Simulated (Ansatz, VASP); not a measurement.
## One calculation of MgO, two programs

Contents of POSCAR:

```
MgO
1.0
    0.0000000000      2.1021674155      2.1652324379
    2.1021674155      0.0000000000      2.1652324379
    2.1021674155      2.1021674155      0.0000000000
Mg O
1 1
Direct
    0.0000000000      0.0000000000      0.0000000000
    0.5000000000      0.5000000000      0.5000000000
```

File INCAR.step1:

```
PREC = Accurate ; ENCUT = 520
ISMEAR = 0 ; SIGMA = 0.01
LREAL = False ; LASPH = True
NELM = 80 ; NBANDS = 11
GGA = PE ; ALGO = Normal
EDIFF = 1E-4 ; LWAVE = True
LCHARG = False
```

INCAR.step2

```
PREC = Accurate ; ENCUT = 520
EDIFF = 1E-6 ; ISMEAR = 0
SIGMA = 0.01 ; LREAL = False
LASPH = True ; NELM = 80
ALGO = Normal ; ISIF = 2
LWAVE = False ; LCHARG = False
METAGGA = R2SCAN ; LMIXTAU = True
NBANDS = 11 ; ISTART = 1
```

Contents of KPOINTS:

```
Automatic mesh
0
Gamma
  10 10 10
```

Input for Ansatz:

```yaml
crystal:
  lattice:
    - [0.0, 2.1021674155, 2.1652324379]
    - [2.1021674155, 0.0, 2.1652324379]
    - [2.1021674155, 2.1021674155, 0.0]
  atoms:
    - { symbol: Mg, position: [0.0, 0.0, 0.0] }
    - { symbol: O, position: [0.5, 0.5, 0.5] }
kpoints:
  mp_grid: { grid: [10, 10, 10] }
  band_path:
    path:
      - [0.0, 0.0, 0.0]
      - [0.5, 0.0, 0.5]
      - [0.625, 0.25, 0.625]
      - [0.375, 0.375, 0.75]
      - [0.5, 0.5, 0.5]
      - [0.5, 0.25, 0.75]
    npoints: 1
hamiltonian:
  xc: r2scan
scf:
  occupations: { method: fixed }
  n_extra_bands: 4
output:
  forces: true
  stress: true
  eigenvalues: true
```

Change from the starting cell: uniaxial_z strain +3.0%.

Alike in both runs: task single point; functional r2SCAN; k mesh 10 × 10 × 10; no spin polarisation.

```csv
,VASP,Ansatz
version,VASP 6.6.1,Ansatz 0.2.0
potentials or method,"VASP PAW PBE potentials, release 64 (Mg, O)","plane waves, PAW"
plane-wave cutoff (eV),520,500
occupations,"gaussian, width 0.01 eV",fixed
valence electrons in the cell,8,16
```

Ansatz gave:

- gap on the k mesh at the Fermi level (eV): 5.34
- pressure (GPa): -4.4
- traceless stress, the component that is largest in VASP (GPa): -3.39

**Question.** Which values does VASP return?

**Answer.** gap on the k mesh at the Fermi level (eV): 5.32; pressure (GPa): -5.5; traceless stress, the component that is largest in VASP (GPa): -3.36.

VASP's potentials were made for PBE, not for r2SCAN. VASP's potentials hold 8 valence electrons a cell and Ansatz's 16, so a difference there can come from the potentials and not from the codes.
